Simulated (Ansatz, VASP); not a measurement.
# Two plane-wave programs on CdS

The input INCAR:

```
SYSTEM = CdS
  PREC = Accurate
  ENCUT = 500
  EDIFF = 1E-6
  ISMEAR = 1
  SIGMA = 0.1
  LREAL = .False.
  LASPH = .True.
  NELM = 120
  ALGO = Normal
  ISIF = 2
  LWAVE = .False.
  LCHARG = .True.
  GGA = PS
  LELF = .True.
  LVHAR = .True.
  NBANDS = 16
  GGA_COMPAT = .False.
```

KPOINTS

```
Automatic mesh
0
Gamma
  2 2 2
  0 0 0
```

POSCAR

```
CdS
1.0
    0.0000000000      2.7532440000      2.7532440000
    2.7532440000      0.0000000000      2.7532440000
    2.7532440000      2.7532440000      0.0000000000
Cd S
1 1
Direct
    0.0000000000      0.0000000000      0.0000000000
    0.5000000000      0.5000000000      0.5000000000
```

Input for Ansatz:

```yaml
crystal:
  lattice:
    - [0.0, 2.753244, 2.753244]
    - [2.753244, 0.0, 2.753244]
    - [2.753244, 2.753244, 0.0]
  atoms:
    - { symbol: Cd, position: [0.0, 0.0, 0.0] }
    - { symbol: S, position: [0.5, 0.5, 0.5] }
basis:
  ecutwfc: 420
kpoints:
  mp_grid: { grid: [2, 2, 2] }
hamiltonian:
  xc: pbesol
scf:
  occupations: { method: cold }
  max_iter: 80
  convergence: { dr2_threshold: "1e-5 eV" }
output:
  forces: true
  stress: true
  eigenvalues: true
```

Alike in both runs: task single point; functional PBEsol; k mesh 2 × 2 × 2; no spin polarisation.

|  | VASP | Ansatz |
| --- | --- | --- |
| version | VASP 6.6.1 | Ansatz 0.2.0 |
| potentials or method | VASP PAW PBE potentials, release 64 (Cd, S), cutoff 500 eV | scalar-relativistic, plane waves, PAW |
| occupations | methfessel-paxton of order 1, width 0.1 eV | cold |
| valence electrons in the cell | 18 | 26 |

```tsv
	VASP	Ansatz	Ansatz less VASP
gap on the k mesh at the Fermi level (eV)	none	none	-
pressure (GPa)	2.8	2.4	-0.45
```

VASP's potentials were made for PBE, not for PBEsol. A gap of «none» marks a metal or a gap that the smearing closes. VASP's potentials hold 18 valence electrons a cell and Ansatz's 26, so a difference there can come from the potentials and not from the codes. Ansatz's warnings: force scf threshold loose, stress scf threshold loose.

The k mesh is coarse, so the values compare programs but aren't converged.
